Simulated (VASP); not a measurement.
The system is CdS.

```
CELL_PARAMETERS angstrom
4.16884 0.00000 0.00000
-2.08442 3.61032 0.00000
0.00000 0.00000 6.77962
ATOMIC_POSITIONS crystal
Cd 0.66667 0.33333 0.50022
Cd 0.33333 0.66667 0.00022
S 0.66667 0.33333 0.87678
S 0.33333 0.66667 0.37678
```

```yaml
Program: VASP 6.6.1
Task: relaxation of cell and atoms
Functional: LDA
Potentials_or_basis: VASP PAW LDA potentials, release 64 (Cd_sv_GW, S)
Cutoff: 630 eV
k_mesh: 6 × 6 × 4
Occupations: gaussian, width 0.02 eV
Spin: no spin polarisation
```

At the start: pressure -3.9 GPa; volume 25.51 Å³/atom.

Where does the relaxation end?

Over 12 steps the energy falls by 21.1 meV/atom and the volume is 23.89 Å³/atom (-6.4 %); space group P6_3mc (No. 186, to 0.1 Å) before and after.

The path:
| step | energy change (eV) | largest force (eV/Å) | pressure (GPa) | volume (Å³) |
| --- | --- | --- | --- | --- |
| 1 | 0.0000 | 0.0034 | -3.93 | 102.04 |
| 2 | -0.0698 | 0.0095 | 1.91 | 93.07 |
| 3 | -0.0842 | 0.0052 | 0.00 | 95.55 |
| 4 | -0.0842 | 0.0052 | 0.09 | 95.42 |
| 5 | -0.0842 | 0.0036 | -0.03 | 95.59 |
| 6 | -0.0842 | 0.0036 | -0.02 | 95.56 |
| 7 | -0.0842 | 0.0036 | 0.00 | 95.54 |
| 8 | -0.0842 | 0.0038 | 0.00 | 95.54 |
| 9 | -0.0842 | 0.0044 | 0.00 | 95.55 |
| 10 | -0.0842 | 0.0036 | -0.01 | 95.55 |
| 11 | -0.0842 | 0.0022 | -0.01 | 95.55 |
| 12 | -0.0842 | 0.0008 | -0.01 | 95.55 |

Final structure:
```
CELL_PARAMETERS angstrom
4.07718 0.00000 0.00000
-2.03859 3.53094 0.00000
0.00000 0.00000 6.63719
ATOMIC_POSITIONS crystal
Cd 0.66667 0.33333 0.50032
Cd 0.33333 0.66667 0.00032
S 0.66667 0.33333 0.87668
S 0.33333 0.66667 0.37668
```
